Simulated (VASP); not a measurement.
# C (Fd-3m) in VASP: notebook, part 2 of 2

VASP 6.6.1. Earlier steps stand in the parts before.

### 3 Relaxation of cell and atoms, PBE, target pressure 5 GPa, at which the enthalpy is minimised

The input, INCAR:

```
PREC = Accurate
ENCUT = 600
EDIFF = 1E-7
ISMEAR = 0
SIGMA = 0.01
LREAL = F
LASPH = T
NELM = 120
ALGO = Normal
ISIF = 3
LWAVE = F
LCHARG = F
GGA = PE
IBRION = 2
NSW = 80
EDIFFG = -0.01
PSTRESS = 50.0
GGA_COMPAT = F
NELMIN = 4
```

The input, KPOINTS:

```
regular mesh
0
Gamma
  8 8 8
```

The input, POSCAR:

```
C
1.0
    0.0000000000      1.7833700000      1.7833700000
    1.7833700000      0.0000000000      1.7833700000
    1.7833700000      1.7833700000      0.0000000000
C
2
Direct
    0.5000000000      0.5000000000      0.5000000000
    0.7500000000      0.7500000000      0.7500000000
```

Potentials or basis: VASP PAW PBE potentials, release 64 (C).

On the command line:

```console
$ cat potpaw_PBE.64/C/POTCAR > POTCAR
$ mpirun -np 1 vasp_std > vasp.out
```

OUTCAR:

```text
PREC = Accurate
   ENCUT = 600
   EDIFF = 1E-7
   ISMEAR = 0
   LREAL = F
   LASPH = T
   NELM = 120
   ISIF = 3
   GGA = PE
   IBRION = 2
   NSW = 80
   EDIFFG = -0.01
   PSTRESS = 50.0
   NELMIN = 4

 ion  position               nearest neighbor table
   1  0.500  0.500  0.500-   2 1.54   2 1.54   2 1.54   2 1.54
   2  0.750  0.750  0.750-   1 1.54   1 1.54   1 1.54   1 1.54

  LATTYP: Found a face centered cubic cell.
 ALAT       =     3.5667400000

  Lattice vectors:

 A1 = (   0.0000000000,   1.7833700000,   1.7833700000)
 A2 = (   1.7833700000,   0.0000000000,   1.7833700000)
 A3 = (   1.7833700000,   1.7833700000,   0.0000000000)

Analysis of symmetry for initial positions (statically):
=====================================================================
 Subroutine PRICEL returns:
 Original cell was already a primitive cell.

 Routine SETGRP: Setting up the symmetry group for a
 face centered cubic supercell.

 Subroutine GETGRP returns: Found 48 space group operations
 (whereof 24 operations were pure point group operations)
 out of a pool of 48 trial point group operations.

The static configuration has the point symmetry T_d .
 The point group associated with its full space group is O_h .

Analysis of symmetry for dynamics (positions and initial velocities):
[... 164 lines left out ...]

  FORCE on cell =-STRESS in cart. coord.  units (eV):
  Direction    XX          YY          ZZ          XY          YZ          ZX
  --------------------------------------------------------------------------------------
  -------------------------------------------------------------------------------------
  Total        0.1265402      0.1265402      0.1265402      0.0000000     -0.0000000     -0.0000000
  in kB       17.8724700     17.8724700     17.8724700      0.0000000     -0.0000000     -0.0000000
  external PRESSURE =     -32.1275300 kB  Pullay stress =      50.0000000 kB
[... 25 lines left out ...]
--------------------------------------- Ionic step        2  -------------------------------------------

 number of electron       7.9999999 magnetization

 E-fermi :  10.0988     XC(G=0): -13.3335

 val. band max:        9.9690748932   @ k =   0.0000   0.0000   0.0000
 cond. band min:      14.1380038172   @ k =   0.3750   0.3750   0.0000
 fundamental gap:      4.1689289240
 Fermi energy:        10.0988041462

 k-point     1 :       0.0000    0.0000    0.0000
  band No.  band energies     occupation
      1     -11.7306      2.00000
      2       9.9691      2.00000
      3       9.9691      2.00000
      4       9.9691      2.00000
      5      15.6047      0.00000
      6      15.6047      0.00000
      7      15.6047      0.00000
      8      23.6807      0.00000
[... 290 lines left out ...]
--------------------------------------- Ionic step        3  -------------------------------------------

 number of electron       7.9999999 magnetization

 Free energy of the ion-electron system (eV)
  ---------------------------------------------------
  ext. energy  EPLUGINS =         0.00000000
  ---------------------------------------------------
  free energy    TOTEN  =       -18.18748747 eV

  energy without entropy =      -18.18748747  energy(sigma->0) =      -18.18748747

 E-fermi :   9.9380     XC(G=0): -13.2868

 val. band max:        9.8336496544   @ k =   0.0000   0.0000   0.0000
 cond. band min:      13.9822015864   @ k =   0.3750   0.3750   0.0000
 fundamental gap:      4.1485519320
 Fermi energy:         9.9380409711

 k-point     1 :       0.0000    0.0000    0.0000
  band No.  band energies     occupation
      1     -11.7403      2.00000
      2       9.8336      2.00000
      3       9.8336      2.00000
      4       9.8336      2.00000
      5      15.4437      0.00000
      6      15.4437      0.00000
      7      15.4437      0.00000
      8      23.3309      0.00000
[... 286 lines left out ...]
  energy  without entropy=      -18.1874874664  energy(sigma->0) =      -18.18748747

  enthalpy is  TOTEN    =       -17.8360270045 eV   P V=        0.3514604619

 reached required accuracy - stopping structural energy minimisation
```

Wall time 17 s (1 thread of Intel Xeon 8259CL, shared host); peak memory 0.08 GiB.

Results:

| Quantity | Value |
| --- | --- |
| Free energy | -18.1875 eV |
| Relaxed volume | 5.63 Å³/atom |
| Relaxed cell | a = 2.516 Å, b = 2.516 Å, c = 2.516 Å, α = 60.00°, β = 60.00°, γ = 60.00° |
| Space group after relaxing (to 0.1 Å) | Fd-3m (No. 227) |
| Energy change on relaxing (the run minimises the enthalpy) | +0.9 meV/atom |
| Ionic steps | 3 |
| Pressure after relaxing | 5.0 GPa |
| Band gap on the k mesh | 4.15 eV (least direct gap 5.61 eV) |

Step by step:
```csv
step,energy change (eV),largest force (eV/Å),pressure (GPa),volume (Å³)
1,0.0000,0.0000,1.79,11.34
2,0.0063,0.0000,9.26,11.16
3,0.0017,0.0000,5.00,11.26
```

Final structure:
```xyz
2
Lattice="0.0000 1.7791 1.7791 1.7791 0.0000 1.7791 1.7791 1.7791 0.0000" Properties=species:S:1:pos:R:3 pbc="T T T"
C     1.7791    1.7791    1.7791
C     2.6686    2.6686    2.6686
```

Caveat: the cell is relaxed towards a set pressure, so the run minimises the enthalpy, not the energy. As with any semilocal functional, this PBE gap is likely too small.

### 4 Relaxation of cell and atoms, PBE, target pressure 10 GPa, at which the enthalpy is minimised

The input, INCAR:

```
ALGO = Normal
EDIFF = 1E-7
EDIFFG = -0.01
ENCUT = 600
GGA = PE
GGA_COMPAT = False
IBRION = 2
ISIF = 3
ISMEAR = 0
LASPH = True
LCHARG = False
LREAL = False
LWAVE = False
NELM = 120
NELMIN = 4
NSW = 80
PREC = Accurate
PSTRESS = 100.0
SIGMA = 0.01
```

The input, KPOINTS:

```
k-points
0
Gamma
  8 8 8
```

POSCAR is that of step 3.

On the command line:

```console
$ cat potpaw_PBE.64/C/POTCAR > POTCAR
$ mpirun -np 1 vasp_std > vasp.out
```

Wall time 17 s (1 thread of Intel Xeon 8259CL, shared host); peak memory 0.09 GiB.

The run converged. Its results:

* Free energy: -18.1819 eV
* Relaxed volume: 5.57 Å³/atom
* Relaxed cell: a = 2.507 Å, b = 2.507 Å, c = 2.507 Å, α = 60.00°, β = 60.00°, γ = 60.00°
* Space group after relaxing (to 0.1 Å): Fd-3m (No. 227)
* Energy change on relaxing (the run minimises the enthalpy): +3.7 meV/atom
* Ionic steps: 3
* Pressure after relaxing: 10.0 GPa
* Band gap on the k mesh: 4.17 eV (least direct gap 5.64 eV)

The path:
```
step  energy change (eV)  largest force (eV/Å)  pressure (GPa)  volume (Å³)
   1              0.0000                0.0000            1.79        11.34
   2              0.0338                0.0000           21.91        10.87
   3              0.0073                0.0000            9.96        11.14
```

Final structure:
```
C
1.0
     0.00000    1.77270    1.77270
     1.77270    0.00000    1.77270
     1.77270    1.77270    0.00000
C
2
Direct
  0.50000 0.50000 0.50000
  0.75000 0.75000 0.75000
```

Levels at points of the mesh, in eV from the valence-band top:
| k point | band 2 | band 3 | band 4 | band 5 | band 6 | band 7 |
| --- | --- | --- | --- | --- | --- | --- |
| (0.00, 0.00, 0.00) | 0.00 | 0.00 | 0.00 | 5.64 | 5.64 | 5.64 |
| (0.50, 0.00, 0.00) | -13.57 | -2.85 | -2.85 | 8.53 | 8.53 | 9.09 |
| (0.50, 0.50, 0.00) | -12.89 | -6.41 | -6.41 | 4.80 | 4.80 | 17.08 |

Caveat: the cell is relaxed towards a set pressure, so the run minimises the enthalpy, not the energy. A k mesh can miss the band edges.

### 5 Relaxation of cell and atoms, PBE, target pressure 20 GPa, at which the enthalpy is minimised

The input, INCAR:

```
SYSTEM = C
  PREC = Accurate
  ENCUT = 600
  EDIFF = 1E-7
  ISMEAR = 0
  SIGMA = 0.01
  LREAL = .False.
  LASPH = .True.
  NELM = 120
  ALGO = Normal
  ISIF = 3
  LWAVE = .False.
  LCHARG = .False.
  GGA = PE
  IBRION = 2
  NSW = 80
  EDIFFG = -0.01
  PSTRESS = 200.0
  GGA_COMPAT = .False.
  NELMIN = 4
```

The input, KPOINTS:

```
regular mesh
0
Gamma
  8 8 8
  0 0 0
```

POSCAR is that of step 4.

On the command line:

```console
$ cat potpaw_PBE.64/C/POTCAR > POTCAR
$ mpirun -np 1 vasp_std > vasp.out
```

It took 17 s on 1 thread of Intel Xeon 8259CL, shared host; peak memory 0.09 GiB.

The run converged. Its results:

```
Free energy                                                : -18.1615 eV
Relaxed volume                                             : 5.46 Å³/atom
Relaxed cell                                               : a = 2.490 Å, b = 2.490 Å, c = 2.490 Å, α = 60.00°, β = 60.00°, γ = 60.00°
Space group after relaxing (to 0.1 Å)                      : Fd-3m (No. 227)
Energy change on relaxing (the run minimises the enthalpy) : +13.9 meV/atom
Ionic steps                                                : 3
Pressure after relaxing                                    : 19.7 GPa
Band gap on the k mesh                                     : 4.22 eV (least direct gap 5.70 eV)
```

The path:
```csv
step,energy change (eV),largest force (eV/Å),pressure (GPa),volume (Å³)
1,0.0000,0.0000,1.79,11.34
2,0.1588,0.0000,51.35,10.32
3,0.0277,0.0000,19.72,10.92
```

Final structure:
```cif
data_structure
_symmetry_space_group_name_H-M 'P 1'
_symmetry_Int_Tables_number 1
_cell_length_a 2.4903
_cell_length_b 2.4903
_cell_length_c 2.4903
_cell_angle_alpha 60.000
_cell_angle_beta 60.000
_cell_angle_gamma 60.000
_cell_volume 10.92
loop_
_atom_site_label
_atom_site_type_symbol
_atom_site_fract_x
_atom_site_fract_y
_atom_site_fract_z
_atom_site_occupancy
C1 C 0.50000 0.50000 0.50000 1
C2 C 0.75000 0.75000 0.75000 1
```

Levels at points of the mesh, in eV from the valence-band top:
| k point | band 1 | band 2 | band 3 | band 4 | band 5 | band 6 | band 7 | band 8 |
| --- | --- | --- | --- | --- | --- | --- | --- | --- |
| (0.00, 0.00, 0.00) | -22.00 | 0.00 | 0.00 | 0.00 | 5.70 | 5.70 | 5.70 | 14.21 |
| (0.50, 0.00, 0.00) | -16.00 | -13.80 | -2.90 | -2.90 | 8.62 | 8.62 | 9.37 | 16.05 |
| (0.50, 0.50, 0.00) | -13.04 | -13.04 | -6.53 | -6.53 | 4.84 | 4.84 | 17.39 | 17.39 |

Caveat: the cell is relaxed towards a set pressure, so the run minimises the enthalpy, not the energy.

### 6 The runs side by side

| cell | gap on the mesh (eV) | pressure (GPa) |
| --- | --- | --- |
| relaxed | 4.12 | 0.0 |
| relaxed to 5 GPa | 4.15 | 5.0 |
| relaxed to 10 GPa | 4.17 | 10.0 |
| relaxed to 20 GPa | 4.22 | 19.7 |

Alike in all rows: task relaxation of cell and atoms; level PBE; potentials or basis VASP PAW PBE potentials, release 64 (C); no spin polarisation; k mesh 8 × 8 × 8; cutoff (eV) 600; smearing gaussian 0.01 eV.

Caveats: the cell is relaxed towards a set pressure, so the run minimises the enthalpy, not the energy (at least some runs).

Absolute energies hang on the potentials; compare differences alone.
